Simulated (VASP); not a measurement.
Input of a VASP 6.6.1 run:

INCAR

```
SYSTEM = InCu2
PREC = Accurate ; ENCUT = 520
EDIFF = 1E-6 ; ISMEAR = -1
SIGMA = 0.1 ; LREAL = .FALSE.
LASPH = .TRUE. ; NELM = 100
ALGO = Normal ; ISIF = 2
LWAVE = .FALSE. ; LCHARG = .FALSE.
NBANDS = 44
```

Contents of KPOINTS:

```
regular mesh
0
G
  6 6 5
  0 0 0
```

Contents of POSCAR:

```
InCu2
1.0
    4.3508104278      0.0000000000      0.0000000000
   -2.1754052139      3.7679124675      0.0000000000
    0.0000000000      0.0000000000      5.3016605283
In Cu
2 4
Direct
    0.3333333333      0.6666666667      0.7500000000
    0.6666666667      0.3333333333      0.2500000000
    0.3333333333      0.6666666667      0.2500000000
    0.6666666667      0.3333333333      0.7500000000
    0.0000000000      0.0000000000      0.0000000000
    0.0000000000      0.0000000000      0.5000000000
```

Potentials or basis: VASP PAW LDA potentials, release 64 (In_d, Cu).

Command:

```bash
$ cat potpaw_LDA.64/In_d/POTCAR potpaw_LDA.64/Cu/POTCAR > POTCAR
$ mpirun -np 1 vasp_std > vasp.out
```

Task: Estimate the band gap on the k mesh.

Result: Zero (band 35 reaches 11.65 eV, above the bottom of band 36 at 7.10 eV).

Task: Estimate the pressure.

Result: -2.7 GPa.

Stress tensor (GPa, compression positive):
```
-2.34  0.00  0.00
 0.00 -2.34  0.00
 0.00  0.00 -3.48
```

Caveat: spin-orbit coupling is left out, which moves the levels of the heavy elements.
